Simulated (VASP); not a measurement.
# LiSi16 (a cell with a defect) in VASP: notebook

The runs below take LiSi16 (a cell with a defect) through single point, with PBE.

Everything below comes from runs of VASP 6.6.1. Logs are shortened: lines on timing, memory, paths and dates and some standing lists are left out, and cuts for length are marked.

### Step 1. The cell of the first run

The cell holds a defect, 17 atoms: a = 7.679 Å, b = 7.679 Å, c = 7.679 Å, α = 60.00°, β = 60.00°, γ = 60.00°.

### Step 2. Single point, PBE

INCAR reads:

```
PREC     = Accurate       # precision mode
ENCUT    = 520            # plane-wave cutoff, eV
EDIFF    = 1E-6           # SCF threshold, eV
ISMEAR   = -1             # smearing method
SIGMA    = 0.05           # smearing width, eV
LREAL    = Auto         
LASPH    = T              # aspherical terms in the spheres
NELM     = 80             # most SCF steps
ALGO     = Normal         # electronic algorithm
ISIF     = 2              # what is computed and relaxed
LWAVE    = F              # write WAVECAR
LCHARG   = F              # write CHGCAR
GGA      = PE             # functional
NELECT   = 66.0         
NBANDS   = 48             # bands
```

KPOINTS reads:

```
regular mesh
0
Gamma
  2 2 2
```

POSCAR reads:

```
LiSi16
1.0
    0.0000000000      5.4300000000      5.4300000000
    5.4300000000      0.0000000000      5.4300000000
    5.4300000000      5.4300000000      0.0000000000
Si Li
16 1
Direct
   -0.0005174954     -0.0056500921      0.0000086556
    0.1331342541      0.0998907919      0.1336265193
   -0.0005139042     -0.0056400552      0.5064339779
    0.1174785451      0.1298024862      0.6265037753
    0.0090394107      0.4721944751      0.0095228361
    0.1200050645      0.6210354512      0.1204155617
   -0.0171140884      0.5054689687      0.5059512891
    0.1199965009      0.6210383057      0.6388160221
    0.5059511971     -0.0056767956      0.0000090239
    0.6259756906      0.1298475138      0.1179677716
    0.4917423573      0.0240182320      0.4922607735
    0.6259770718      0.1298363720      0.6264980663
    0.5055116022      0.5054863720     -0.0166729282
    0.6383518416      0.6210264273      0.1204396869
    0.5055185083      0.5054835175      0.5059380295
    0.6154182320      0.6531287293      0.6158616943
    0.3356093002      0.4926199816      0.3360150092
```

Potentials or basis: VASP PAW PBE potentials, release 64 (Si, Li_sv).

Run with:

```console
$ cat potpaw_PBE.64/Si/POTCAR potpaw_PBE.64/Li_sv/POTCAR > POTCAR
$ mpirun -np 1 vasp_std > vasp.out
```

OUTCAR:

```text
PREC = Accurate
   ENCUT = 520
   EDIFF = 1E-6
   ISMEAR = -1
   LREAL = Auto
   LASPH = T
   NELM = 80
   ISIF = 2
   GGA = PE
   NELECT = 66.0

 ion  position               nearest neighbor table
   1  0.999  0.994  0.000-   2 2.34   6 2.34   4 2.34  10 2.34
   2  0.133  0.100  0.134-   5 2.33   3 2.34   1 2.34   9 2.34
   3  0.999  0.994  0.506-   2 2.34   8 2.34   4 2.34  12 2.34
   4  0.117  0.130  0.627-   3 2.34   1 2.34  11 2.35   7 2.36
   5  0.009  0.472  0.010-  14 2.33   6 2.33   8 2.33   2 2.33
   6  0.120  0.621  0.120-   5 2.33   1 2.34  13 2.42   7 2.42  17 2.44
   7  0.983  0.505  0.506-  16 2.31  17 2.32   4 2.36   6 2.42   8 2.42
   8  0.120  0.621  0.639-   5 2.33   3 2.34  15 2.42   7 2.42  17 2.44
   9  0.506  0.994  0.000-   2 2.34  14 2.34  10 2.34  12 2.34
  10  0.626  0.130  0.118-   1 2.34   9 2.34  11 2.35  13 2.36
  11  0.492  0.024  0.492-  16 2.33   4 2.35  12 2.35  10 2.35
  12  0.626  0.130  0.626-   3 2.34   9 2.34  11 2.35  15 2.36
  13  0.506  0.505  0.983-  16 2.31  17 2.32  10 2.36  14 2.42   6 2.42
  14  0.638  0.621  0.120-   5 2.33   9 2.34  13 2.42  15 2.42  17 2.43
  15  0.506  0.505  0.506-  16 2.31  17 2.32  12 2.36  14 2.42   8 2.42
  16  0.615  0.653  0.616-  13 2.31  15 2.31   7 2.31  11 2.33
  17  0.336  0.493  0.336-  13 2.32  15 2.32   7 2.32  14 2.43   6 2.44   8 2.44

  LATTYP: Found a face centered cubic cell.
 ALAT       =    10.8600000000

  Lattice vectors:

 A1 = (   0.0000000000,   5.4300000000,   5.4300000000)
 A2 = (   5.4300000000,   0.0000000000,   5.4300000000)
 A3 = (   5.4300000000,   5.4300000000,   0.0000000000)

Analysis of symmetry for initial positions (statically):
=====================================================================
 Subroutine PRICEL returns:
 Original cell was already a primitive cell.

 Routine SETGRP: Setting up the symmetry group for a
 face centered cubic supercell.

 Subroutine GETGRP returns: Found  1 space group operations
 (whereof  1 operations were pure point group operations)
 out of a pool of 48 trial point group operations.

The static configuration has the point symmetry C_1 .

Analysis of symmetry for dynamics (positions and initial velocities):
=====================================================================
 Subroutine PRICEL returns:
 Original cell was already a primitive cell.

 Routine SETGRP: Setting up the symmetry group for a
 face centered cubic supercell.

 Subroutine GETGRP returns: Found  1 space group operations
 (whereof  1 operations were pure point group operations)
 out of a pool of 48 trial point group operations.

The dynamic configuration has the point symmetry C_1 .

 Subroutine INISYM returns: Found  1 space group operations
 (whereof  1 operations are pure point group operations),
 and found     1 'primitive' translations

----------------------------------------------------------------------------------------

                                     Primitive cell

  volume of cell :     320.2060

  direct lattice vectors                    reciprocal lattice vectors
     0.000000000  5.430000000  5.430000000    -0.092081031  0.092081031  0.092081031
     5.430000000  0.000000000  5.430000000     0.092081031 -0.092081031  0.092081031
     5.430000000  5.430000000  0.000000000     0.092081031  0.092081031 -0.092081031

  length of vectors
     7.679179644  7.679179644  7.679179644     0.159489025  0.159489025  0.159489025

  position of ions in fractional coordinates (direct lattice)
     0.999482505  0.994349908  0.000008656
     0.133134254  0.099890792  0.133626519
     0.999486096  0.994359945  0.506433978
     0.117478545  0.129802486  0.626503775
     0.009039411  0.472194475  0.009522836
     0.120005064  0.621035451  0.120415562
[... 9 lines left out ...]
     0.615418232  0.653128729  0.615861694
     0.335609300  0.492619982  0.336015009

  ion indices of the primitive-cell ions
   primitive index   ion index
                 1           1
                 2           2
                 3           3
                 4           4
                 5           5
                 6           6
[... 9 lines left out ...]
                16          16
                17          17

----------------------------------------------------------------------------------------

 KPOINTS: regular mesh

Automatic generation of k-mesh.
 Grid dimensions read from file:
 generate k-points for:    2    2    2

 Generating k-lattice:

  Cartesian coordinates                     Fractional coordinates (reciprocal lattice)
    -0.046040516  0.046040516  0.046040516     0.500000000  0.000000000  0.000000000
     0.046040516 -0.046040516  0.046040516     0.000000000  0.500000000  0.000000000
     0.046040516  0.046040516 -0.046040516     0.000000000  0.000000000  0.500000000

  Length of vectors
     0.079744512  0.079744512  0.079744512

  Shift w.r.t. Gamma in fractional coordinates (k-lattice)
     0.000000000  0.000000000  0.000000000

 Subroutine IBZKPT returns following result:
 ===========================================

 Found      8 irreducible k-points:

 Following reciprocal coordinates:
            Coordinates               Weight
  0.000000  0.000000  0.000000      1.000000
  0.500000  0.000000  0.000000      1.000000
  0.000000  0.500000  0.000000      1.000000
  0.000000  0.000000  0.500000      1.000000
  0.500000  0.500000  0.500000      1.000000
  0.500000  0.500000  0.000000      1.000000
  0.000000  0.500000  0.500000      1.000000
  0.500000  0.000000  0.500000      1.000000
   k-points           NKPTS =      8   k-points in BZ     NKDIM =      8   number of bands    NBANDS=     48
   number of dos      NEDOS =    301   number of ions     NIONS =     17
   total plane-waves  NPLWV = 216000
   dimension x,y,z NGX =    60 NGY =   60 NGZ =   60
   dimension x,y,z NGXF=   120 NGYF=  120 NGZF=  120
   ions per type =              16   1
   NGX,Y,Z   is equivalent  to a cutoff of  12.99, 12.99, 12.99 a.u.
   NGXF,Y,Z  is equivalent  to a cutoff of  25.98, 25.98, 25.98 a.u.
 SYSTEM =  unknown system
   PREC   = accura    normal or accurate (medium, high low for compatibility)
   ISTART =      0    job   : 0-new  1-cont  2-samecut
   ICHARG =      2    charge: 1-file 2-atom 10-const
   ISPIN  =      1    spin polarized calculation?
   LNONCOLLINEAR =      F non collinear calculations
   LSORBIT =      F    spin-orbit coupling
   LASPH  =      T    aspherical Exc in radial PAW
   ENCUT  =  520.0 eV  38.22 Ry    6.18 a.u.  14.28 14.28 14.28*2*pi/ulx,y,z
   NELM   =     80;   NELMIN=  2; NELMDL= -5     # of ELM steps
   EDIFF  = 0.1E-05   stopping-criterion for ELM
   LREAL  =      T    real-space projection
   EDIFFG = 0.1E-04   stopping-criterion for IOM
   NSW    =      0    number of steps for IOM
   IBRION =     -1    ionic relax: 0-MD 1-quasi-New 2-CG
   NFREE  =      0    steps in history (QN), initial steepest desc. (CG)
   ISIF   =      2    stress and relaxation
   ISYM   =      2    0-nonsym 1-usesym 2-fastsym
   POTIM  = 0.5000    time-step for ionic-motion
   TEBEG  =    0.0;   TEEND  =   0.0 temperature during run
   PSTRESS=    0.0 pullay stress
   NELECT =      66.0000    total number of electrons
   NUPDOWN=      -1.0000    fix difference up-down
   EMIN   =  10.00;   EMAX   =-10.00  energy-range for DOS
   EFERMI =   0.00;   METHOD = LEGACY
   ISMEAR =    -1;   SIGMA  =   0.05  broadening in eV -4-tet -1-fermi 0-gaus
   EFERMI_NEDOS =   21; number of points for ismear=-14 and -15
   IALGO  =     38    algorithm
   IMIX   =      4    mixing-type and parameters
     AMIX     =   0.40;   BMIX     =  1.00
     AMIX_MAG =   1.60;   BMIX_MAG =  1.00
  volume/ion in A,a.u.               =      18.84       127.11
  Fermi-wavevector in a.u.,A,eV,Ry     =   0.967044  1.827449 12.723821  0.935174
  Thomas-Fermi vector in A             =   2.096897
   LORBIT       =      0    0 simple, 1 ext, 2 COOP (PROOUT), +10 PAW based schemes
   GGA     = PE    functional components
   LHFCALC =     F    Hartree Fock is set to
   AEXX    =    0.0000 exact exchange contribution
   IVDW    =     0    specifies the selected vdW correction
   LEPSILON=     F    determine dielectric tensor
   LRPA    =     F    only Hartree local field effects (RPA)
 non-spin polarized calculation
  energy-cutoff  :      520.00
  volume of cell :      320.21
 maximum number of plane-waves:      8646
 NGX is ok and might be reduce to    60
   NGX = 29   NGY = 29   NGZ = 29

 number of electron      66.0000002 magnetization

 Free energy of the ion-electron system (eV)
  ---------------------------------------------------
  ext. energy  EPLUGINS =         0.00000000
  ---------------------------------------------------
  free energy    TOTEN  =       -93.09965119 eV

  energy without entropy =      -93.09551452  energy(sigma->0) =      -93.09758285

 E-fermi :   6.2634     XC(G=0):  -9.4429

 val. band max:        6.0532869035   @ k =   0.0000   0.0000   0.0000
 cond. band min:       6.4321972533   @ k =   0.0000   0.0000   0.0000
 fundamental gap:      0.3789103498
 Fermi energy:         6.2634229413

 k-point     1 :       0.0000    0.0000    0.0000
  band No.  band energies     occupation
      1     -40.2542      2.00000
      2      -5.9120      2.00000
      3      -3.6716      2.00000
      4      -3.6079      2.00000
      5      -3.6078      2.00000
      6      -3.5674      2.00000
[... 37 lines left out ...]
     44       8.2847      0.00000
     45       8.2849      0.00000

 k-point     2 :       0.5000    0.0000    0.0000
  band No.  band energies     occupation
      1     -40.2542      2.00000
      2      -5.1708      2.00000
      3      -5.0787      2.00000
      4      -3.3369      2.00000
      5      -3.3183      2.00000
      6      -3.2227      2.00000
[... 280 lines left out ...]
 k-point     8 :       0.5000    0.0000    0.5000
  band No.  band energies     occupation
      1     -40.2542      2.00000
      2      -4.8923      2.00000
      3      -4.8001      2.00000
      4      -3.9338      2.00000
      5      -3.9007      2.00000
      6      -3.8919      2.00000
[... 37 lines left out ...]
     44      10.2790      0.00000
     45      10.3304      0.00000
 [bands above 45 left out]

------------------------ aborting loop because EDIFF is reached ----------------------------------------

  FORCE on cell =-STRESS in cart. coord.  units (eV):
  Direction    XX          YY          ZZ          XY          YZ          ZX
  --------------------------------------------------------------------------------------
  -------------------------------------------------------------------------------------
  Total       -0.6278856     -0.6281277     -0.6249028      0.7558625      0.7590094     -0.7574793
  in kB       -3.1416776     -3.1428888     -3.1267531      3.7820204      3.7977666     -3.7901105
  external PRESSURE =      -3.1371065 kB  Pullay stress =       0.0000000 kB

 VOLUME and BASIS-vectors are now :
 -----------------------------------------------------------------------------
  energy-cutoff  :      520.00
  volume of cell :      320.21
      direct lattice vectors                 reciprocal lattice vectors
     0.000000000  5.430000000  5.430000000    -0.092081031  0.092081031  0.092081031
     5.430000000  0.000000000  5.430000000     0.092081031 -0.092081031  0.092081031
     5.430000000  5.430000000  0.000000000     0.092081031  0.092081031 -0.092081031

 POSITION                                       TOTAL-FORCE (eV/Angst)
 -----------------------------------------------------------------------------------
      5.39937      5.42724     10.82651         0.025019     -0.015969      0.025299
      1.26800      1.44851      1.26533         0.028960     -0.029806      0.030445
      8.14931      8.17715     10.82658         0.016253     -0.024492      0.024725
      4.10674      4.03982      1.34274         0.024737     -0.024527      0.016534
      2.61572      0.10079      2.61310         0.036072     -0.035866      0.037657
      4.02608      1.30548      4.02385         0.040007     -0.008104      0.036668
[... 9 lines left out ...]
      6.89062      6.68585      6.88821         0.013662     -0.014165      0.014409
      4.49949      3.64692      4.49729        -0.402323      0.402920     -0.405413
 -----------------------------------------------------------------------------------
    total drift:                                0.000727     -0.003566      0.006567

  FREE ENERGIE OF THE ION-ELECTRON SYSTEM (eV)
  ---------------------------------------------------
  free  energy   TOTEN  =       -93.0996511856 eV

  energy  without entropy=      -93.0955145166  energy(sigma->0) =      -93.09758285
```

Wall time 4.2 min (1 thread of Intel Xeon Platinum 8488C (Sapphire Rapids), shared host); peak memory 0.48 GiB.

Results:

* Free energy: -93.0997 eV
* Largest force: 0.699 eV/Å

Forces in eV/Å, atoms in the order of the input:
```
Si   0.025 -0.016  0.025
Si   0.029 -0.030  0.030
Si   0.016 -0.024  0.025
Si   0.025 -0.025  0.017
Si   0.036 -0.036  0.038
Si   0.040 -0.008  0.037
Si   0.036 -0.036  0.024
Si   0.007 -0.040  0.038
Si   0.027 -0.027  0.016
Si   0.016 -0.023  0.023
Si   0.011 -0.012  0.014
Si   0.023 -0.016  0.023
Si   0.022 -0.037  0.036
Si   0.038 -0.037  0.009
Si   0.038 -0.022  0.036
Si   0.014 -0.014  0.014
Li  -0.402  0.403 -0.405
```

Caveat: the k points lie up to 0.50 Å⁻¹ apart; the cell carries a net charge on a neutralising background, which shifts energy and pressure; the cell is charged against a uniform background, so pressure and absolute levels hang on convention; the cutoff is under 1.25 times the usual one of these potentials, so pressure, stress and relaxed cells hold a basis-set (Pulay) error.

### Step 3. Single point, PBE

INCAR reads:

```
SYSTEM = LiSi16
PREC = Accurate
ENCUT = 520
EDIFF = 1E-6
ISMEAR = -1
SIGMA = 0.05
LREAL = Auto
LASPH = .True.
NELM = 100
ALGO = Normal
ISIF = 2
LWAVE = .False.
LCHARG = .True.
GGA = PE
LELF = .True.
LVHAR = .True.
NELECT = 66.0
NBANDS = 48
```

KPOINTS reads:

```
regular mesh
0
Gamma
  2 2 2
  0 0 0
```

POSCAR reads:

```
LiSi16
1.0
    0.0000000000      5.4300000000      5.4300000000
    5.4300000000      0.0000000000      5.4300000000
    5.4300000000      5.4300000000      0.0000000000
Si Li
16 1
Direct
    0.0002304788     -0.0045494475      0.0006625230
    0.1309331492      0.1065946593      0.1313506446
    0.0002326888     -0.0045453959      0.5038864641
    0.1177715470      0.1288048803      0.6268297422
    0.0067664825      0.4792060773      0.0071226519
    0.1218732044      0.6218929098      0.1221814917
   -0.0145316759      0.5062662983      0.5042349908
    0.1218697974      0.6218907919      0.6342642726
    0.5034725599     -0.0045609576      0.0006633517
    0.6263996317      0.1288211786      0.1181882136
    0.4944704420      0.0159295580      0.4949177716
    0.6263981584      0.1288176796      0.6268254144
    0.5039087477      0.5062743094     -0.0142131676
    0.6339186924      0.6218859116      0.1221991713
    0.5039139963      0.5062749540      0.5042390424
    0.6176711786      0.6465732044      0.6179860958
    0.3582022099      0.4250353591      0.3584799263
```

Potentials or basis: VASP PAW PBE potentials, release 64 (Si, Li_sv).

Run with:

```console
$ cat potpaw_PBE.64/Si/POTCAR potpaw_PBE.64/Li_sv/POTCAR > POTCAR
$ mpirun -np 1 vasp_std > vasp.out
```

Run time: 4.4 min. Hardware: 1 thread of Intel Xeon Platinum 8488C (Sapphire Rapids), shared host; peak memory 0.48 GiB.

The run converged. Its results:

- Free energy: -93.4056 eV
- Largest force: 0.520 eV/Å

Forces in eV/Å, atoms in the order of the input:
```
Si   0.029 -0.009  0.030
Si   0.049 -0.049  0.050
Si   0.009 -0.029  0.030
Si   0.012 -0.012  0.012
Si   0.051 -0.052  0.052
Si   0.037  0.006  0.036
Si   0.015 -0.014  0.037
Si  -0.006 -0.036  0.035
Si   0.030 -0.031  0.009
Si   0.012 -0.012  0.011
Si  -0.025  0.024 -0.022
Si   0.012 -0.012  0.011
Si   0.036 -0.016  0.016
Si   0.036 -0.036 -0.005
Si   0.016 -0.036  0.014
Si  -0.014  0.014 -0.014
Li  -0.298  0.300 -0.302
```

Levels at points of the mesh, in eV from the Fermi level:
```
           k point  band 30  band 31  band 32  band 33  band 34  band 35  band 36  band 37
(0.00, 0.00, 0.00)    -1.39    -0.34    -0.29    -0.29     0.27     0.34     0.34     0.42
(0.50, 0.00, 0.00)    -1.14    -1.12    -1.04    -1.02     0.86     1.08     1.14     1.22
(0.00, 0.50, 0.00)    -1.11    -1.11    -1.02    -1.02     0.94     1.00     1.00     1.37
(0.00, 0.00, 0.50)    -1.14    -1.12    -1.04    -1.02     0.86     1.08     1.14     1.22
(0.50, 0.50, 0.50)    -1.14    -1.12    -1.04    -1.02     0.86     1.08     1.14     1.22
(0.50, 0.50, 0.00)    -1.68    -1.68    -1.61    -1.57     0.75     0.83     1.88     1.99
(0.00, 0.50, 0.50)    -1.68    -1.68    -1.61    -1.57     0.75     0.83     1.88     1.99
(0.50, 0.00, 0.50)    -1.68    -1.68    -1.61    -1.57     0.75     0.83     1.88     1.99
```

Caveat: the k points lie up to 0.50 Å⁻¹ apart; the cell carries a net charge on a neutralising background, which shifts energy and pressure; the cell is charged against a uniform background, so pressure and absolute levels hang on convention; the cutoff is under 1.25 times the usual one of these potentials, so pressure, stress and relaxed cells hold a basis-set (Pulay) error.
